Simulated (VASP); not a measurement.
Here is a VASP 6.6.1 calculation.

File INCAR:

```
SYSTEM = VH2
PREC = Accurate ; ENCUT = 520
EDIFF = 1E-8 ; ISMEAR = -1
SIGMA = 0.15 ; LREAL = .FALSE.
LASPH = .TRUE. ; NELM = 60
ALGO = Normal ; ISIF = 2
LWAVE = .FALSE. ; LCHARG = .FALSE.
GGA = CA ; IBRION = 8
NSW = 1
```

Contents of KPOINTS:

```
regular mesh
0
G
  18 18 18
  0 0 0
```

The input POSCAR:

```
VH2
1.0
    0.0000000000      2.0586198084      2.0586198084
    2.0586198084      0.0000000000      2.0586198084
    2.0586198084      2.0586198084      0.0000000000
V H
1 2
Direct
    0.0000000000      0.0000000000      0.0000000000
    0.2500000000      0.2500000000      0.2500000000
    0.7500000000      0.7500000000      0.7500000000
```

Potentials or basis: VASP PAW LDA potentials, release 64 (V_sv, H).

Launch:

```bash
$ cat potpaw_LDA.64/V_sv/POTCAR potpaw_LDA.64/H/POTCAR > POTCAR
$ mpirun -np 1 vasp_std > vasp.out
```

Task: What does it give for the highest phonon frequency at Γ?

Result: 1436 cm⁻¹.

Phonon frequencies in cm⁻¹ (negative: imaginary):
```
              q point                          frequencies
(0.000, 0.000, 0.000)  0 0 0 1265 1265 1265 1436 1436 1436
```

Caveat: the cell stands under pressure or tension, which shifts response properties.
